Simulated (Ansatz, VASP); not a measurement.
One calculation of SiO2, two programs

```
Si O
1.0
    -2.37405    2.37405    3.66912
     2.37405   -2.37405    3.66912
     2.37405    2.37405   -3.66912
Si O
2 4
Direct
  0.00000 0.00000 0.00000
  0.75000 0.25000 0.50000
  0.99838 0.62500 0.87338
  0.37500 0.24838 0.37338
  0.75162 0.12500 0.12662
  0.87500 0.00162 0.62662
```

Change from the starting cell: zz strain of -2 %, PAW files.

Alike in both runs: task electric field gradients; functional PBE; k mesh 7 × 7 × 7; occupations fermi-dirac, width 0.03 eV; no spin polarisation.

|  | VASP | Ansatz |
| --- | --- | --- |
| version | VASP 6.6.1 | Ansatz 0.2.0 |
| potentials or method | VASP PAW PBE potentials, release 64 (Si, O) | PAW with Ansatz's default frozen-core files, scalar-relativistic |
| plane-wave cutoff (eV) | 520 | 420 |
| valence electrons in the cell | 32 | 32 |

Ansatz gave:

| Item | Value |
| --- | --- |
| gap on the k mesh at the Fermi level (eV) | 6.21 |
| pressure (GPa) | 7.3 |
| traceless stress, the component that is largest in VASP (GPa) | -0.57 |
| rms of the force components (eV/Å) | 0.176 |
| size of Vzz on the site where it differs most (V/Å²) | 85.5 |

Estimate VASP's values.

gap on the k mesh at the Fermi level (eV): 6.21; pressure (GPa): 7.5; traceless stress, the component that is largest in VASP (GPa): -0.52; rms of the force components (eV/Å): 0.178; size of Vzz on the site where it differs most (V/Å²): 81.6.

Atom by atom the forces differ by 0.002 eV/Å (rms over components).
